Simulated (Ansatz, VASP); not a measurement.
AlN in VASP and in Ansatz

```xyz
2
Lattice="0.0000 2.1849 2.0975 2.1849 0.0000 2.0975 2.1849 2.1849 0.0000" Properties=species:S:1:pos:R:3 pbc="T T T"
Al    0.0000    0.0000    0.0000
N     1.0924    1.0924    1.0487
```

Change from the starting cell: uniaxial_z strain -4.0%.

Alike in both runs: task single point; functional HSE06; k mesh 8 × 8 × 8; no spin polarisation.

```csv
,VASP,Ansatz
version,VASP 6.6.1,Ansatz 0.2.0
potentials or method,"VASP PAW PBE potentials, release 64 (Al, N)","plane waves, PAW"
plane-wave cutoff (eV),520,420
occupations,"gaussian, width 0.01 eV",fixed
valence electrons in the cell,8,8
```

```csv
,VASP,Ansatz,Ansatz less VASP
gap on the k mesh at the Fermi level (eV),4.36,4.36,+0.003
pressure (GPa),8.3,8.4,+0.11
"traceless stress, the component that is largest in VASP (GPa)",3.26,3.23,-0.026
```

Ansatz's warnings: stress exchange threshold loose, stress scf threshold loose.
